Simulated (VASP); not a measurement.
# Cu: single point with PBE

The system is Cu, a slab with vacuum.

```xyz
6
Lattice="2.5680 0.0000 0.0000 -1.2840 2.2240 0.0000 0.0000 0.0000 25.4838" Properties=species:S:1:pos:R:3 pbc="T T T"
Cu    1.2840    0.7413    7.5000
Cu    0.0000    1.4826    9.5968
Cu    1.2840    0.7413   11.6935
Cu    0.0000    1.4826   13.7903
Cu    1.2840    0.7413   15.8871
Cu    0.0000    1.4826   17.9838
```

* Program: VASP 6.6.1
* Task: single point
* Functional: PBE
* Potentials or basis: VASP PAW PBE potentials, release 64 (Cu)
* Cutoff: 520 eV
* k mesh: 15 × 15 × 1
* Occupations: gaussian, width 0.1 eV
* Spin: no spin polarisation
* Dipole correction: yes
* Further INCAR settings: ALGO = Fast; EDIFF = 1e-06; NBANDS = 42

```
Largest force          : 0.061 eV/Å
Band gap on the k mesh : zero (band 33 reaches 4.73 eV, above the bottom of band 34 at -0.34 eV)
```

Forces on the atoms (eV/Å):
```
Cu   0.000  0.000  0.031
Cu   0.000  0.000 -0.061
Cu   0.000  0.000 -0.052
Cu   0.000  0.000  0.052
Cu   0.000  0.000  0.061
Cu   0.000  0.000 -0.031
```

Levels at points of the mesh, in eV from the Fermi level:
```tsv
k point	band 31	band 32	band 33	band 34	band 35	band 36	band 37	band 38
(0.00, 0.00, 0.00)	-1.79	-1.62	-1.62	-1.61	-1.61	-0.80	-0.30	4.19
```

It took 12 min on 1 thread of AMD EPYC 7R13, with other jobs on the host, peak memory 0.29 GiB.
